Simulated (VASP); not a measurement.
# CuSi16 (a cell with a defect) in VASP: a series of runs

Runs on CuSi16 (a cell with a defect). Level: PBE. Tasks: single point.

All numbers are computed with VASP 6.6.1; they aren't measurements. Logs are shortened: lines on timing, memory, paths and dates and some standing lists are left out, and cuts for length are marked.

### Step 1. The cell of the first run

The cell holds a defect, 17 atoms: a = 7.679 Å, b = 7.679 Å, c = 7.679 Å, α = 60.00°, β = 60.00°, γ = 60.00°.

### Step 2. Single point, PBE

The input, INCAR:

```
PREC     = Accurate       # precision mode
ENCUT    = 520            # plane-wave cutoff, eV
EDIFF    = 1E-6           # SCF threshold, eV
ISMEAR   = 0              # smearing method
SIGMA    = 0.02           # smearing width, eV
LREAL    = Auto         
LASPH    = True           # aspherical terms in the spheres
NELM     = 80             # most SCF steps
ALGO     = Normal         # electronic algorithm
ISIF     = 2              # what is computed and relaxed
LWAVE    = False          # write WAVECAR
LCHARG   = False          # write CHGCAR
GGA      = PE             # functional
NELECT   = 74.0         
NBANDS   = 52             # bands
```

The input, KPOINTS:

```
Automatic mesh
0
Gamma
  2 2 2
```

The input, POSCAR:

```
CuSi16
1.0
    0.0000000000      5.4300000000      5.4300000000
    5.4300000000      0.0000000000      5.4300000000
    5.4300000000      5.4300000000      0.0000000000
Si Cu
16 1
Direct
   -0.0131924494      0.0009806630      0.0052941068
    0.1202511971      0.1317226519      0.1167572744
    0.0332528545     -0.0101267035      0.4854434622
    0.1188883057      0.1281761510      0.6296162983
   -0.0146986188      0.5071960405      0.0062315838
    0.1141117864      0.6277804788      0.1299394107
   -0.0129954880      0.5047306630      0.5031588398
    0.1188408840      0.6214364641      0.6309189687
    0.5068597606      0.0011774401     -0.0093505525
    0.6122844383      0.1312430018      0.1277308471
    0.5075008287     -0.0012934622      0.5000767035
    0.6619732044      0.1124150092      0.6119910681
    0.4875374770      0.5033422652      0.0055674954
    0.6108482505      0.6287228361      0.1289602210
    0.5066999079      0.4921973297      0.5011566298
    0.6124306630      0.6263116943      0.6336573665
    0.2903117864      0.2383152855      0.7293055249
```

Potentials or basis: VASP PAW PBE potentials, release 64 (Si, Cu).

On the command line:

```console
> cat potpaw_PBE.64/Si/POTCAR potpaw_PBE.64/Cu/POTCAR > POTCAR
> mpirun -np 1 vasp_std > vasp.out
```

OUTCAR:

```text
PREC = Accurate
   ENCUT = 520
   EDIFF = 1E-6
   ISMEAR = 0
   LREAL = Auto
   LASPH = True
   NELM = 80
   ISIF = 2
   GGA = PE
   NELECT = 74.0

 ion  position               nearest neighbor table
   1  0.987  0.001  0.005-   6 2.34  10 2.35   4 2.36   2 2.36  17 2.95
   2  0.120  0.132  0.117-   3 2.32   5 2.36   1 2.36   9 2.42  17 2.44
   3  0.033  0.990  0.485-   4 2.32   8 2.32   2 2.32  12 2.33
   4  0.119  0.128  0.630-   3 2.32   1 2.36   7 2.36  17 2.41  11 2.44
   5  0.985  0.507  0.006-   6 2.34  14 2.35   8 2.35   2 2.36
   6  0.114  0.628  0.130-   5 2.34   1 2.34   7 2.34  13 2.34
   7  0.987  0.505  0.503-   6 2.34  16 2.35   8 2.36   4 2.36  17 2.89
   8  0.119  0.621  0.631-   3 2.32   5 2.35   7 2.36  17 2.42  15 2.43
   9  0.507  0.001  0.991-  14 2.34  10 2.34  12 2.38   2 2.42  17 2.60
  10  0.612  0.131  0.128-  13 2.33  11 2.34   9 2.34   1 2.35
  11  0.508  0.999  0.500-  10 2.34  16 2.34  12 2.39   4 2.44  17 2.55
  12  0.662  0.112  0.612-   3 2.33  17 2.33   9 2.38  15 2.39  11 2.39
  13  0.488  0.503  0.006-  16 2.33  14 2.33  10 2.33   6 2.34
  14  0.611  0.629  0.129-  13 2.33  15 2.34   9 2.34   5 2.35
  15  0.507  0.492  0.501-  14 2.34  16 2.34  12 2.39   8 2.43  17 2.56
  16  0.612  0.626  0.634-  13 2.33  15 2.34  11 2.34   7 2.35
  17  0.290  0.238  0.729-  12 2.33   4 2.41   8 2.42   2 2.44  11 2.55  15 2.56   9 2.60   7 2.89
                             1 2.95

  LATTYP: Found a face centered cubic cell.
 ALAT       =    10.8600000000

  Lattice vectors:

 A1 = (   0.0000000000,   5.4300000000,   5.4300000000)
 A2 = (   5.4300000000,   0.0000000000,   5.4300000000)
 A3 = (   5.4300000000,   5.4300000000,   0.0000000000)

Analysis of symmetry for initial positions (statically):
=====================================================================
 Subroutine PRICEL returns:
 Original cell was already a primitive cell.

 Routine SETGRP: Setting up the symmetry group for a
 face centered cubic supercell.

 Subroutine GETGRP returns: Found  1 space group operations
 (whereof  1 operations were pure point group operations)
 out of a pool of 48 trial point group operations.

The static configuration has the point symmetry C_1 .

Analysis of symmetry for dynamics (positions and initial velocities):
=====================================================================
 Subroutine PRICEL returns:
 Original cell was already a primitive cell.

 Routine SETGRP: Setting up the symmetry group for a
 face centered cubic supercell.

 Subroutine GETGRP returns: Found  1 space group operations
 (whereof  1 operations were pure point group operations)
 out of a pool of 48 trial point group operations.

The dynamic configuration has the point symmetry C_1 .

 Subroutine INISYM returns: Found  1 space group operations
 (whereof  1 operations are pure point group operations),
 and found     1 'primitive' translations

----------------------------------------------------------------------------------------

                                     Primitive cell

  volume of cell :     320.2060

  direct lattice vectors                    reciprocal lattice vectors
     0.000000000  5.430000000  5.430000000    -0.092081031  0.092081031  0.092081031
     5.430000000  0.000000000  5.430000000     0.092081031 -0.092081031  0.092081031
     5.430000000  5.430000000  0.000000000     0.092081031  0.092081031 -0.092081031

  length of vectors
     7.679179644  7.679179644  7.679179644     0.159489025  0.159489025  0.159489025

  position of ions in fractional coordinates (direct lattice)
     0.986807551  0.000980663  0.005294107
     0.120251197  0.131722652  0.116757274
     0.033252854  0.989873297  0.485443462
     0.118888306  0.128176151  0.629616298
     0.985301381  0.507196040  0.006231584
     0.114111786  0.627780479  0.129939411
[... 9 lines left out ...]
     0.612430663  0.626311694  0.633657367
     0.290311786  0.238315286  0.729305525

  ion indices of the primitive-cell ions
   primitive index   ion index
                 1           1
[... 59 lines left out ...]
[... 41 lines left out ...]
     48       9.7680      0.00000
     49       9.7915      0.00000

 k-point     3 :       0.0000    0.5000    0.0000
  band No.  band energies     occupation
      1      -5.2286      2.00000
      2      -4.9342      2.00000
      3      -3.3002      2.00000
      4      -3.2663      2.00000
      5      -3.1680      2.00000
      6      -3.0362      2.00000
[... 41 lines left out ...]
     48       9.7956      0.00000
     49       9.9283      0.00000

 k-point     4 :       0.0000    0.0000    0.5000
  band No.  band energies     occupation
      1      -5.2335      2.00000
      2      -4.9281      2.00000
      3      -3.2973      2.00000
      4      -3.2640      2.00000
      5      -3.1729      2.00000
      6      -3.0382      2.00000
[... 41 lines left out ...]
     48       9.7998      0.00000
     49       9.9128      0.00000

 k-point     5 :       0.5000    0.5000    0.5000
  band No.  band energies     occupation
      1      -5.2285      2.00000
      2      -4.9336      2.00000
      3      -3.3007      2.00000
      4      -3.2654      2.00000
      5      -3.1706      2.00000
      6      -3.0381      2.00000
[... 41 lines left out ...]
     48       9.7939      0.00000
     49       9.9293      0.00000

 k-point     6 :       0.5000    0.5000    0.0000
  band No.  band energies     occupation
      1      -4.9351      2.00000
      2      -4.7243      2.00000
      3      -3.8687      2.00000
      4      -3.7787      2.00000
      5      -3.7483      2.00000
      6      -3.7356      2.00000
[... 41 lines left out ...]
     48      10.5035      0.00000
     49      10.5092      0.00000

 k-point     7 :       0.0000    0.5000    0.5000
  band No.  band energies     occupation
      1      -4.9364      2.00000
      2      -4.7227      2.00000
      3      -3.8671      2.00000
      4      -3.7793      2.00000
      5      -3.7492      2.00000
      6      -3.7365      2.00000
[... 41 lines left out ...]
     48      10.5040      0.00000
     49      10.5103      0.00000

 k-point     8 :       0.5000    0.0000    0.5000
  band No.  band energies     occupation
      1      -4.9337      2.00000
      2      -4.7261      2.00000
      3      -3.8686      2.00000
      4      -3.7768      2.00000
      5      -3.7509      2.00000
      6      -3.7342      2.00000
[... 41 lines left out ...]
     48      10.5001      0.00000
     49      10.5127      0.00000
 [bands above 49 left out]

------------------------ aborting loop because EDIFF is reached ----------------------------------------

  FORCE on cell =-STRESS in cart. coord.  units (eV):
  Direction    XX          YY          ZZ          XY          YZ          ZX
  --------------------------------------------------------------------------------------
  -------------------------------------------------------------------------------------
  Total       -1.7188817     -1.9373532     -1.7787205     -0.1732812      0.2794988     -0.0987075
  in kB       -8.6005671     -9.6937074     -8.8999754     -0.8670271      1.3984954     -0.4938913
  external PRESSURE =      -9.0647500 kB  Pullay stress =       0.0000000 kB

 VOLUME and BASIS-vectors are now :
 -----------------------------------------------------------------------------
  energy-cutoff  :      520.00
  volume of cell :      320.21
      direct lattice vectors                 reciprocal lattice vectors
     0.000000000  5.430000000  5.430000000    -0.092081031  0.092081031  0.092081031
     5.430000000  0.000000000  5.430000000     0.092081031 -0.092081031  0.092081031
     5.430000000  5.430000000  0.000000000     0.092081031  0.092081031 -0.092081031

 POSITION                                       TOTAL-FORCE (eV/Angst)
 -----------------------------------------------------------------------------------
      0.03407      5.38711      5.36369        -0.014908     -0.000749     -0.015079
      1.34925      1.28696      1.36822         0.006432     -0.000955     -0.009229
      8.01097      2.81652      5.55557        -0.011024      0.007952     -0.004150
      4.11481      4.06438      1.34156        -0.008294     -0.010041      0.000992
      2.78791      5.38402      8.10426         0.003452      0.020468      0.015563
      4.11442      1.32520      4.02848         0.022451     -0.011485     -0.009034
[... 9 lines left out ...]
      6.84163      6.76626      6.72637         0.017460      0.009067      0.002303
      5.25418      5.53652      2.87045         0.016730      0.016615      0.000195
 -----------------------------------------------------------------------------------
    total drift:                               -0.003965     -0.005120     -0.000070

  FREE ENERGIE OF THE ION-ELECTRON SYSTEM (eV)
  ---------------------------------------------------
  free  energy   TOTEN  =       -94.2197983801 eV

  energy  without entropy=      -94.2197983801  energy(sigma->0) =      -94.21979838
```

It took 9.6 min on 1 thread of Intel Xeon 8259CL, shared host; peak memory 0.5 GiB.

What came out:

```
Free energy   : -94.2198 eV
Largest force : 0.029 eV/Å
```

Forces in eV/Å, atoms in the order of the input:
```
Si  -0.015 -0.001 -0.015
Si   0.006 -0.001 -0.009
Si  -0.011  0.008 -0.004
Si  -0.008 -0.010  0.001
Si   0.003  0.020  0.016
Si   0.022 -0.011 -0.009
Si  -0.017 -0.015 -0.009
Si   0.007 -0.021  0.014
Si   0.012  0.026 -0.007
Si   0.013 -0.006  0.014
Si  -0.018 -0.006 -0.011
Si  -0.010 -0.003  0.004
Si   0.002  0.003 -0.008
Si  -0.027 -0.011  0.000
Si   0.006  0.003  0.021
Si   0.017  0.009  0.002
Cu   0.017  0.017  0.000
```

Levels at points of the mesh, in eV from the Fermi level:
```
           k point  band 33  band 34  band 35  band 36  band 37  band 38  band 39  band 40  band 41  band 42
(0.00, 0.00, 0.00)    -0.84    -0.82    -0.59    -0.14    -0.12     0.22     0.66     0.67     0.69     0.70
(0.50, 0.00, 0.00)    -1.94    -0.87    -0.85    -0.68    -0.66     0.48     1.30     1.39     1.41     1.49
(0.00, 0.50, 0.00)    -1.94    -0.84    -0.79    -0.71    -0.62     0.63     1.15     1.35     1.38     1.55
(0.00, 0.00, 0.50)    -1.94    -0.83    -0.79    -0.70    -0.59     0.63     1.14     1.35     1.39     1.56
(0.50, 0.50, 0.50)    -1.94    -0.84    -0.78    -0.71    -0.64     0.64     1.15     1.34     1.38     1.56
(0.50, 0.50, 0.00)    -1.77    -1.46    -1.38    -1.35    -0.90     0.72     1.12     2.08     2.13     2.19
(0.00, 0.50, 0.50)    -1.76    -1.46    -1.37    -1.36    -0.89     0.72     1.12     2.08     2.14     2.19
(0.50, 0.00, 0.50)    -1.78    -1.45    -1.39    -1.35    -0.91     0.73     1.11     2.08     2.13     2.20
```

Caveat: the k points lie up to 0.50 Å⁻¹ apart; the cell carries a net charge on a neutralising background, which shifts energy and pressure; the cell is charged against a uniform background, so pressure and absolute levels hang on convention.

### Step 3. Single point, PBE

The input, INCAR:

```
SYSTEM = CuSi16
  PREC = Accurate
  ENCUT = 520
  EDIFF = 1E-6
  ISMEAR = 0
  SIGMA = 0.02
  LREAL = Auto
  LASPH = .TRUE.
  NELM = 100
  ALGO = Normal
  ISIF = 2
  LWAVE = .FALSE.
  LCHARG = .FALSE.
  GGA = PE
  NELECT = 74.0
  NBANDS = 52
```

The input, KPOINTS:

```
Automatic mesh
0
G
  2 2 2
  0 0 0
```

The input, POSCAR:

```
CuSi16
1.0
    0.0000000000      5.4300000000      5.4300000000
    5.4300000000      0.0000000000      5.4300000000
    5.4300000000      5.4300000000      0.0000000000
Si Cu
16 1
Direct
   -0.0050999079     -0.0038544199     -0.0026376611
    0.1359590239      0.1387087477      0.0866553407
    0.0229560773      0.0086209024      0.4586258748
    0.1160467772      0.1180007366      0.6239197053
   -0.0044711786      0.5116030387     -0.0035459484
    0.1152872007      0.6237006446      0.1370148250
   -0.0152367403      0.5021212707      0.5093803867
    0.1166395028      0.6408317680      0.6229161142
    0.5119965930     -0.0016579190     -0.0088941989
    0.6207743094      0.1192249540      0.1337367403
    0.5070139963     -0.0137252302      0.5054082873
    0.6515069982      0.1149384899      0.6173020258
    0.4893070902      0.4918859116      0.0264855433
    0.6213922652      0.6259550645      0.1328950276
    0.5073143646      0.4999366483      0.5047335175
    0.6112988950      0.6158659300      0.6552165746
    0.2893316759      0.2806825046      0.6477073665
```

Potentials or basis: VASP PAW PBE potentials, release 64 (Si, Cu).

On the command line:

```console
> cat potpaw_PBE.64/Si/POTCAR potpaw_PBE.64/Cu/POTCAR > POTCAR
> mpirun -np 1 vasp_std > vasp.out
```

Run time: 9.9 min. Hardware: 1 thread of Intel Xeon 8259CL, shared host; peak memory 0.5 GiB.

The run converged. Its results:

| Property | Result |
| --- | --- |
| Free energy | -94.2168 eV |
| Largest force | 0.060 eV/Å |

Forces in eV/Å, atoms in the order of the input:
```
Si  -0.003  0.001  0.003
Si  -0.001  0.011 -0.007
Si   0.019  0.010 -0.010
Si   0.003 -0.009  0.025
Si  -0.002 -0.001 -0.004
Si  -0.016 -0.009  0.012
Si  -0.008 -0.019  0.012
Si  -0.017 -0.005 -0.013
Si   0.007  0.004 -0.015
Si  -0.013 -0.001  0.010
Si   0.024 -0.006  0.010
Si  -0.006 -0.011  0.007
Si  -0.019  0.003  0.013
Si   0.001  0.005  0.006
Si  -0.011 -0.002 -0.016
Si   0.002 -0.001  0.002
Cu   0.039  0.031 -0.033
```

Levels at points of the mesh, in eV from the Fermi level:
| k point | band 33 | band 34 | band 35 | band 36 | band 37 | band 38 | band 39 | band 40 | band 41 | band 42 |
| --- | --- | --- | --- | --- | --- | --- | --- | --- | --- | --- |
| (0.00, 0.00, 0.00) | -1.13 | -1.07 | -0.63 | -0.20 | -0.07 | 0.07 | 0.31 | 0.57 | 0.60 | 0.69 |
| (0.50, 0.00, 0.00) | -2.05 | -0.97 | -0.92 | -0.92 | -0.81 | 0.51 | 1.12 | 1.18 | 1.29 | 1.40 |
| (0.00, 0.50, 0.00) | -2.04 | -0.99 | -0.93 | -0.88 | -0.76 | 0.56 | 1.09 | 1.20 | 1.29 | 1.43 |
| (0.00, 0.00, 0.50) | -2.17 | -0.93 | -0.91 | -0.64 | -0.51 | 0.52 | 0.97 | 1.34 | 1.39 | 1.56 |
| (0.50, 0.50, 0.50) | -2.04 | -0.99 | -0.93 | -0.88 | -0.76 | 0.56 | 1.09 | 1.20 | 1.29 | 1.42 |
| (0.50, 0.50, 0.00) | -1.84 | -1.54 | -1.51 | -1.45 | -1.13 | 0.65 | 0.94 | 1.89 | 2.05 | 2.17 |
| (0.00, 0.50, 0.50) | -1.84 | -1.55 | -1.51 | -1.45 | -1.13 | 0.65 | 0.94 | 1.89 | 2.05 | 2.17 |
| (0.50, 0.00, 0.50) | -1.88 | -1.54 | -1.52 | -1.43 | -1.17 | 0.67 | 0.93 | 1.90 | 2.03 | 2.17 |

Caveat: the k points lie up to 0.50 Å⁻¹ apart; the cell carries a net charge on a neutralising background, which shifts energy and pressure; the cell is charged against a uniform background, so pressure and absolute levels hang on convention.

### Step 4. Single point, PBE

The input, INCAR:

```
PREC = Accurate
ENCUT = 520
EDIFF = 1E-7
ISMEAR = 0
SIGMA = 0.02
LREAL = Auto
LASPH = True
NELM = 60
ALGO = Normal
ISIF = 2
LWAVE = False
LCHARG = False
GGA = PE
NBANDS = 52
NELECT = 74.0
```

The input, KPOINTS:

```
regular mesh
0
Gamma
  2 2 2
```

The input, POSCAR:

```
CuSi16
1.0
    0.0000000000      5.4300000000      5.4300000000
    5.4300000000      0.0000000000      5.4300000000
    5.4300000000      5.4300000000      0.0000000000
Si Cu
16 1
Direct
   -0.0009678637      0.0045479742     -0.0080186924
    0.1319658379      0.1353056169      0.1008063536
    0.0080084715      0.0126801105      0.4720397790
    0.1258672192      0.1175644567      0.6200445672
    0.0015988029      0.5092897790     -0.0126857274
    0.1128906998      0.6303023020      0.1274822284
   -0.0151444751      0.5078232965      0.5012654696
    0.1236765193      0.6388634438      0.6148177716
    0.5045192449      0.0048400552     -0.0084592081
    0.6266539595      0.1123854512      0.1342000000
    0.5101807551     -0.0279282689      0.5083133517
    0.6373196133      0.1179965930      0.6197512891
    0.4860794659      0.4892660221      0.0379328729
    0.6291367403      0.6306091160      0.1267656538
    0.5069531308      0.5085220074      0.5004859116
    0.6171716390      0.6004942910      0.6660261510
    0.3483317680      0.3372991713      0.4670809392
```

On the command line:

```console
> cat potpaw_PBE.64/Si/POTCAR potpaw_PBE.64/Cu/POTCAR > POTCAR
> mpirun -np 1 vasp_std > vasp.out
```

Wall time 10 min (1 thread of Intel Xeon 8259CL, shared host); peak memory 0.5 GiB.

It converged, with:

```yaml
Free_energy: -94.2195 eV
Largest_force: 0.037 eV/Å
```

Forces in eV/Å, atoms in the order of the input:
```
Si  -0.006  0.000 -0.013
Si  -0.009  0.015 -0.010
Si  -0.004 -0.002  0.002
Si   0.004  0.009  0.011
Si   0.010  0.017 -0.014
Si  -0.002  0.006  0.003
Si   0.005  0.021  0.015
Si   0.025  0.007 -0.013
Si   0.001  0.017 -0.008
Si  -0.001 -0.011  0.016
Si   0.011  0.003 -0.003
Si   0.003 -0.018 -0.009
Si  -0.019 -0.009  0.017
Si  -0.002  0.002 -0.005
Si   0.007 -0.004 -0.027
Si  -0.012 -0.030  0.019
Cu  -0.013 -0.021  0.018
```

Levels at points of the mesh, in eV from the Fermi level:
```csv
k point,band 33,band 34,band 35,band 36,band 37,band 38,band 39,band 40,band 41,band 42
"(0.00, 0.00, 0.00)",-1.10,-1.04,-0.64,-0.19,-0.07,0.07,0.36,0.58,0.61,0.68
"(0.50, 0.00, 0.00)",-2.03,-0.97,-0.92,-0.86,-0.75,0.55,1.11,1.23,1.29,1.43
"(0.00, 0.50, 0.00)",-2.05,-0.96,-0.91,-0.90,-0.81,0.49,1.14,1.21,1.31,1.41
"(0.00, 0.00, 0.50)",-2.16,-0.92,-0.90,-0.65,-0.51,0.52,0.98,1.33,1.38,1.57
"(0.50, 0.50, 0.50)",-2.03,-0.97,-0.92,-0.86,-0.76,0.55,1.11,1.23,1.29,1.43
"(0.50, 0.50, 0.00)",-1.84,-1.54,-1.48,-1.44,-1.11,0.65,0.96,1.91,2.05,2.17
"(0.00, 0.50, 0.50)",-1.87,-1.52,-1.52,-1.42,-1.15,0.67,0.96,1.92,2.04,2.17
"(0.50, 0.00, 0.50)",-1.84,-1.55,-1.48,-1.44,-1.11,0.65,0.96,1.91,2.05,2.17
```

Caveat: the k points lie up to 0.50 Å⁻¹ apart; the cell carries a net charge on a neutralising background, which shifts energy and pressure; the cell is charged against a uniform background, so pressure and absolute levels hang on convention.
